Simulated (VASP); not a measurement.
# WSe2 (P-3m1) in VASP: single point with PBE

Aim: the single point of WSe2 with PBE.

Program: VASP 6.6.1. These are calculated values, not measurements. Logs are shortened: lines on timing, memory, paths and dates and some standing lists are left out, and cuts for length are marked.

## (1) The cell of the first run

It takes space group P-3m1 (No. 164, trigonal). Conventional cell: a = 3.321 Å, b = 3.321 Å, c = 18.257 Å, α = 90.00°, β = 90.00°, γ = 120.00°. Within 3.4 Å of W (site symmetry 3m) lie 6 Se at 2.55 Å and 6 W at 3.32 Å. Se (site symmetry 3m) has 3 W at 2.55 Å and 7 Se at 3.32 to 3.36 Å within 3.4 Å. Se (site symmetry 3m) has 3 W at 2.55 Å and 7 Se at 3.32 to 3.36 Å within 3.4 Å.

## (2) Single point, PBE (the distance across one plane changed)

INCAR

```
PREC = Accurate
ENCUT = 520
EDIFF = 1E-7
ISMEAR = 0
SIGMA = 0.05
LREAL = F
LASPH = T
NELM = 100
ALGO = Normal
ISIF = 2
LWAVE = F
LCHARG = F
GGA = PE
NBANDS = 35
```

KPOINTS

```
regular mesh
0
Gamma
  9 9 2
```

POSCAR

```
WSe2
1.0
   -3.3206937274      0.0000000000      0.0000000000
   -1.6603468637     -2.8758051261      0.0000000000
    0.0000000000      0.0000000000     18.2573262715
W Se
2 4
Direct
    0.3333333333      0.3333333333      0.2089206005
    0.6666666667      0.6666666667      0.6267618015
    0.3333333333      0.3333333333      0.5348533870
    0.6666666667      0.6666666667      0.1170121860
    0.3333333333      0.3333333333      0.7186702159
    0.6666666667      0.6666666667      0.3008290150
```

Potentials or basis: VASP PAW PBE potentials, release 64 (W_sv, Se).

On the command line:

```console
$ cat potpaw_PBE.64/W_sv/POTCAR potpaw_PBE.64/Se/POTCAR > POTCAR
$ mpirun -np 1 vasp_std > vasp.out
```

OUTCAR:

```text
PREC = Accurate
   ENCUT = 520
   EDIFF = 1E-7
   ISMEAR = 0
   LREAL = F
   LASPH = T
   NELM = 100
   ISIF = 2
   GGA = PE

 ion  position               nearest neighbor table
   1  0.333  0.333  0.209-   6 2.55   4 2.55   6 2.55   4 2.55   6 2.55   4 2.55
   2  0.667  0.667  0.627-   5 2.55   5 2.55   5 2.55   3 2.55   3 2.55   3 2.55
   3  0.333  0.333  0.535-   2 2.55   2 2.55   2 2.55
   4  0.667  0.667  0.117-   1 2.55   1 2.55   1 2.55
   5  0.333  0.333  0.719-   2 2.55   2 2.55   2 2.55
   6  0.667  0.667  0.301-   1 2.55   1 2.55   1 2.55

  LATTYP: Found a hexagonal cell.
 ALAT       =     3.3206937274
 C/A-ratio  =     5.4980458212

  Lattice vectors:

 A1 = (   1.6603468637,   2.8758051261,   0.0000000000)
 A2 = (  -3.3206937274,   0.0000000000,   0.0000000000)
 A3 = (   0.0000000000,   0.0000000000,  18.2573262715)

Analysis of symmetry for initial positions (statically):
=====================================================================
 Subroutine PRICEL returns:
 Original cell was already a primitive cell.

 Routine SETGRP: Setting up the symmetry group for a
 hexagonal supercell.

 Subroutine GETGRP returns: Found 12 space group operations
 (whereof  6 operations were pure point group operations)
 out of a pool of 24 trial point group operations.

The static configuration has the point symmetry C_3v.
 The point group associated with its full space group is D_3d.

Analysis of symmetry for dynamics (positions and initial velocities):
=====================================================================
 Subroutine PRICEL returns:
 Original cell was already a primitive cell.

 Routine SETGRP: Setting up the symmetry group for a
 hexagonal supercell.

 Subroutine GETGRP returns: Found 12 space group operations
 (whereof  6 operations were pure point group operations)
 out of a pool of 24 trial point group operations.

The dynamic configuration has the point symmetry C_3v.
 The point group associated with its full space group is D_3d.

 Subroutine INISYM returns: Found 12 space group operations
 (whereof  6 operations are pure point group operations),
 and found     1 'primitive' translations

----------------------------------------------------------------------------------------

                                     Primitive cell

  volume of cell :     174.3514

  direct lattice vectors                    reciprocal lattice vectors
    -3.320693727  0.000000000  0.000000000    -0.301141894  0.173864354  0.000000000
    -1.660346864 -2.875805126  0.000000000     0.000000000 -0.347728708  0.000000000
     0.000000000  0.000000000 18.257326271     0.000000000  0.000000000  0.054772533

  length of vectors
     3.320693727  3.320693727 18.257326271     0.347728708  0.347728708  0.054772533

  position of ions in fractional coordinates (direct lattice)
     0.333333333  0.333333333  0.208920601
     0.666666667  0.666666667  0.626761802
     0.333333333  0.333333333  0.534853387
     0.666666667  0.666666667  0.117012186
     0.333333333  0.333333333  0.718670216
     0.666666667  0.666666667  0.300829015

  ion indices of the primitive-cell ions
   primitive index   ion index
                 1           1
                 2           2
                 3           3
                 4           4
                 5           5
                 6           6

----------------------------------------------------------------------------------------

 KPOINTS: regular mesh

Automatic generation of k-mesh.
 Grid dimensions read from file:
 generate k-points for:    9    9    2

 Generating k-lattice:

  Cartesian coordinates                     Fractional coordinates (reciprocal lattice)
    -0.033460210  0.019318262  0.000000000     0.111111111  0.000000000  0.000000000
     0.000000000 -0.038636523  0.000000000     0.000000000  0.111111111  0.000000000
     0.000000000  0.000000000  0.027386266     0.000000000  0.000000000  0.500000000

  Length of vectors
     0.038636523  0.038636523  0.027386266

  Shift w.r.t. Gamma in fractional coordinates (k-lattice)
     0.000000000  0.000000000  0.000000000

 Subroutine IBZKPT returns following result:
 ===========================================

 Found     24 irreducible k-points:

 Following reciprocal coordinates:
            Coordinates               Weight
  0.000000  0.000000  0.000000      1.000000
  0.111111  0.000000  0.000000      6.000000
  0.222222 -0.000000  0.000000      6.000000
  0.333333 -0.000000  0.000000      6.000000
  0.444444 -0.000000  0.000000      6.000000
  0.222222  0.111111  0.000000      6.000000
[... 16 lines left out ...]
 -0.444444  0.222222  0.500000     12.000000
 -0.333333  0.333333  0.500000      2.000000
   k-points           NKPTS =     24   k-points in BZ     NKDIM =     24   number of bands    NBANDS=     35
   number of dos      NEDOS =    301   number of ions     NIONS =      6
   total plane-waves  NPLWV = 109760
   dimension x,y,z NGX =    28 NGY =   28 NGZ =  140
   dimension x,y,z NGXF=    56 NGYF=   56 NGZF=  280
   ions per type =               2   4
   NGX,Y,Z   is equivalent  to a cutoff of  14.02, 14.02, 12.75 a.u.
   NGXF,Y,Z  is equivalent  to a cutoff of  28.04, 28.04, 25.50 a.u.
 SYSTEM =  unknown system
   PREC   = accura    normal or accurate (medium, high low for compatibility)
   ISTART =      0    job   : 0-new  1-cont  2-samecut
   ICHARG =      2    charge: 1-file 2-atom 10-const
   ISPIN  =      1    spin polarized calculation?
   LNONCOLLINEAR =      F non collinear calculations
   LSORBIT =      F    spin-orbit coupling
   LASPH  =      T    aspherical Exc in radial PAW
   ENCUT  =  520.0 eV  38.22 Ry    6.18 a.u.   6.17  6.17 33.95*2*pi/ulx,y,z
   NELM   =    100;   NELMIN=  2; NELMDL= -5     # of ELM steps
   EDIFF  = 0.1E-06   stopping-criterion for ELM
   LREAL  =      F    real-space projection
   EDIFFG = 0.1E-05   stopping-criterion for IOM
   NSW    =      0    number of steps for IOM
   IBRION =     -1    ionic relax: 0-MD 1-quasi-New 2-CG
   NFREE  =      0    steps in history (QN), initial steepest desc. (CG)
   ISIF   =      2    stress and relaxation
   ISYM   =      2    0-nonsym 1-usesym 2-fastsym
   POTIM  = 0.5000    time-step for ionic-motion
   TEBEG  =    0.0;   TEEND  =   0.0 temperature during run
   PSTRESS=    0.0 pullay stress
   NELECT =      52.0000    total number of electrons
   NUPDOWN=      -1.0000    fix difference up-down
   EMIN   =  10.00;   EMAX   =-10.00  energy-range for DOS
   EFERMI =   0.00;   METHOD = LEGACY
   ISMEAR =     0;   SIGMA  =   0.05  broadening in eV -4-tet -1-fermi 0-gaus
   EFERMI_NEDOS =   21; number of points for ismear=-14 and -15
   IALGO  =     38    algorithm
   IMIX   =      4    mixing-type and parameters
     AMIX     =   0.40;   BMIX     =  1.00
     AMIX_MAG =   1.60;   BMIX_MAG =  1.00
  volume/ion in A,a.u.               =      29.06       196.10
  Fermi-wavevector in a.u.,A,eV,Ry     =   1.093790  2.066964 16.277705  1.196378
  Thomas-Fermi vector in A             =   2.230083
   LORBIT       =      0    0 simple, 1 ext, 2 COOP (PROOUT), +10 PAW based schemes
   GGA     = PE    functional components
   LHFCALC =     F    Hartree Fock is set to
   AEXX    =    0.0000 exact exchange contribution
   IVDW    =     0    specifies the selected vdW correction
   LEPSILON=     F    determine dielectric tensor
   LRPA    =     F    only Hartree local field effects (RPA)
 non-spin polarized calculation
 Gauss-broadening in eV      SIGMA  =   0.05
  energy-cutoff  :      520.00
  volume of cell :      174.35
 maximum number of plane-waves:      4723
 NGX is ok and might be reduce to    28
   NGX = 13   NGY = 13   NGZ = 67

 number of electron      51.9999999 magnetization

 Free energy of the ion-electron system (eV)
  ---------------------------------------------------
  ext. energy  EPLUGINS =         0.00000000
  ---------------------------------------------------
  free energy    TOTEN  =       -43.25133497 eV

  energy without entropy =      -43.25133497  energy(sigma->0) =      -43.25133497

 E-fermi :   3.0961     XC(G=0):  -8.2322

 val. band max:        2.6298799326   @ k =  -0.3333   0.3333   0.0000
 cond. band min:       4.1647573890   @ k =  -0.3333   0.3333   0.5000
 fundamental gap:      1.5348774565
 Fermi energy:         3.0961050230

 k-point     1 :       0.0000    0.0000    0.0000
  band No.  band energies     occupation
      1     -71.4623      2.00000
      2     -71.4622      2.00000
      3     -35.6814      2.00000
      4     -35.6814      2.00000
      5     -35.5795      2.00000
      6     -35.5795      2.00000
[... 27 lines left out ...]
     34       5.6911      0.00000
     35       6.6431      0.00000

 k-point     2 :       0.1111    0.0000    0.0000
  band No.  band energies     occupation
      1     -71.4612      2.00000
      2     -71.4612      2.00000
      3     -35.6767      2.00000
      4     -35.6767      2.00000
      5     -35.6042      2.00000
      6     -35.6042      2.00000
[... 27 lines left out ...]
     34       5.8185      0.00000
     35       7.1478      0.00000

 k-point     3 :       0.2222   -0.0000    0.0000
  band No.  band energies     occupation
      1     -71.4586      2.00000
      2     -71.4586      2.00000
      3     -35.6661      2.00000
      4     -35.6661      2.00000
      5     -35.6650      2.00000
      6     -35.6649      2.00000
[... 27 lines left out ...]
     34       6.3789      0.00000
     35       7.7924      0.00000

 k-point     4 :       0.3333   -0.0000    0.0000
  band No.  band energies     occupation
      1     -71.4556      2.00000
      2     -71.4556      2.00000
      3     -35.7356      2.00000
      4     -35.7356      2.00000
      5     -35.6515      2.00000
      6     -35.6515      2.00000
[... 27 lines left out ...]
     34       6.7878      0.00000
     35       8.3566      0.00000

 k-point     5 :       0.4444   -0.0000    0.0000
  band No.  band energies     occupation
      1     -71.4536      2.00000
      2     -71.4536      2.00000
      3     -35.7805      2.00000
      4     -35.7805      2.00000
      5     -35.6427      2.00000
      6     -35.6427      2.00000
[... 638 lines left out ...]
 k-point    22 :       0.4444    0.2222    0.5000
  band No.  band energies     occupation
      1     -71.4543      2.00000
      2     -71.4543      2.00000
      3     -35.7397      2.00000
      4     -35.7397      2.00000
      5     -35.6506      2.00000
      6     -35.6506      2.00000
[... 27 lines left out ...]
     34       7.0917      0.00000
     35       9.0551      0.00000

 k-point    23 :      -0.4444    0.2222    0.5000
  band No.  band energies     occupation
      1     -71.4528      2.00000
      2     -71.4528      2.00000
      3     -35.7560      2.00000
      4     -35.7560      2.00000
      5     -35.6774      2.00000
      6     -35.6773      2.00000
[... 27 lines left out ...]
     34       7.2330      0.00000
     35       8.0974      0.00000

 k-point    24 :      -0.3333    0.3333    0.5000
  band No.  band energies     occupation
      1     -71.4523      2.00000
      2     -71.4523      2.00000
      3     -35.7349      2.00000
      4     -35.7349      2.00000
      5     -35.7135      2.00000
      6     -35.7135      2.00000
[... 27 lines left out ...]
     34       7.4389      0.00000
     35       8.3993      0.00000

------------------------ aborting loop because EDIFF is reached ----------------------------------------

  FORCE on cell =-STRESS in cart. coord.  units (eV):
  Direction    XX          YY          ZZ          XY          YZ          ZX
  --------------------------------------------------------------------------------------
  -------------------------------------------------------------------------------------
  Total        0.1903320      0.1903320      0.2957023      0.0000000      0.0000000      0.0000000
  in kB        1.7490286      1.7490286      2.7173144      0.0000000      0.0000000      0.0000000
  external PRESSURE =       2.0717905 kB  Pullay stress =       0.0000000 kB

 VOLUME and BASIS-vectors are now :
 -----------------------------------------------------------------------------
  energy-cutoff  :      520.00
  volume of cell :      174.35
      direct lattice vectors                 reciprocal lattice vectors
    -3.320693727  0.000000000  0.000000000    -0.301141894  0.173864354  0.000000000
    -1.660346864 -2.875805126  0.000000000     0.000000000 -0.347728708  0.000000000
     0.000000000  0.000000000 18.257326271     0.000000000  0.000000000  0.054772533

 POSITION                                       TOTAL-FORCE (eV/Angst)
 -----------------------------------------------------------------------------------
     -1.66035     -0.95860      3.81433        -0.000000      0.000000     -0.003320
     -3.32069     -1.91720     11.44299        -0.000000     -0.000000      0.003320
     -1.66035     -0.95860      9.76499         0.000000      0.000000     -0.048608
     -3.32069     -1.91720      2.13633        -0.000000     -0.000000     -0.046029
     -1.66035     -0.95860     13.12100         0.000000      0.000000      0.046029
     -3.32069     -1.91720      5.49233        -0.000000     -0.000000      0.048608
 -----------------------------------------------------------------------------------
    total drift:                                0.000000      0.000000      0.000002

  FREE ENERGIE OF THE ION-ELECTRON SYSTEM (eV)
  ---------------------------------------------------
  free  energy   TOTEN  =       -43.2513349713 eV

  energy  without entropy=      -43.2513349713  energy(sigma->0) =      -43.25133497
```

Wall time 2.6 min (1 thread of AMD EPYC 7R13 (Zen 3), shared host); peak memory 0.35 GiB.

Results:

* Free energy: -43.2513 eV
* Pressure: 0.2 GPa
* Largest force: 0.049 eV/Å
* Band gap on the k mesh: 1.53 eV

Forces in eV/Å, atoms in the order of the input:
```
W    0.000  0.000 -0.003
W    0.000  0.000  0.003
Se   0.000  0.000 -0.049
Se   0.000  0.000 -0.046
Se   0.000  0.000  0.046
Se   0.000  0.000  0.049
```

Caveat: the cell differs from its parent crystal (the distance across one plane changed); spin-orbit coupling is left out, which moves the levels of the heavy elements. A k mesh can miss the band edges.
